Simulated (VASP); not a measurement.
Crystal: Al2BAs2.

```
Al B As
1.0
     3.20044    0.00000    0.00000
    -1.60022    2.77167    0.00000
     0.00000    0.00000    8.36775
Al B As
2 1 2
Direct
  0.33333 0.66667 0.14100
  0.66667 0.33333 0.85900
  0.00000 0.00000 0.00000
  0.33333 0.66667 0.66700
  0.66667 0.33333 0.33300
```

The cell was built from a structure type or drawn by symmetry, and may not be a known phase.

| Quantity | Value |
| --- | --- |
| Program | VASP 6.6.1 |
| Task | relaxation of cell and atoms |
| Functional | PBE |
| Potentials or basis | VASP PAW PBE potentials, release 64 (Al, B, As) |
| Cutoff | 600 eV |
| k mesh | 6 × 6 × 2 |
| Occupations | gaussian, width 0.1 eV |
| Spin | no spin polarisation |

At the start: pressure 15.4 GPa; volume 14.85 Å³/atom.

Q: Where does the relaxation end?

A: Over 11 steps the energy falls by 192.8 meV/atom and the volume is 16.31 Å³/atom (+9.9 %); space group P-3m1 (No. 164, to 0.1 Å) before and after.

Step by step:
| step | energy change (eV) | largest force (eV/Å) | pressure (GPa) | volume (Å³) |
| --- | --- | --- | --- | --- |
| 1 | 0.0000 | 2.2670 | 15.38 | 74.23 |
| 2 | -0.5990 | 0.5823 | -7.90 | 90.59 |
| 3 | -0.7420 | 0.8280 | -2.74 | 84.85 |
| 4 | -0.7422 | 0.8430 | -2.49 | 84.63 |
| 5 | -0.8646 | 0.5459 | -1.15 | 82.71 |
| 6 | -0.9447 | 0.1985 | 1.80 | 80.00 |
| 7 | -0.9448 | 0.1859 | 2.12 | 79.76 |
| 8 | -0.9583 | 0.1848 | -0.17 | 81.66 |
| 9 | -0.9617 | 0.1485 | 0.53 | 81.03 |
| 10 | -0.9618 | 0.1519 | 0.48 | 81.08 |
| 11 | -0.9640 | 0.0393 | -0.18 | 81.54 |

Final structure:
```cif
data_structure
_symmetry_space_group_name_H-M 'P 1'
_symmetry_Int_Tables_number 1
_cell_length_a 3.2044
_cell_length_b 3.2044
_cell_length_c 9.1697
_cell_angle_alpha 90.000
_cell_angle_beta 90.000
_cell_angle_gamma 120.000
_cell_volume 81.54
loop_
_atom_site_label
_atom_site_type_symbol
_atom_site_fract_x
_atom_site_fract_y
_atom_site_fract_z
_atom_site_occupancy
Al1 Al 0.33333 0.66667 0.12002 1
Al2 Al 0.66667 0.33333 0.87998 1
B1 B 0.00000 0.00000 0.00000 1
As1 As 0.33333 0.66667 0.65122 1
As2 As 0.66667 0.33333 0.34878 1
```

Caveat: the k points lie up to 0.38 Å⁻¹ apart in the final cell, too coarse for converged energies and pressures of a metal.
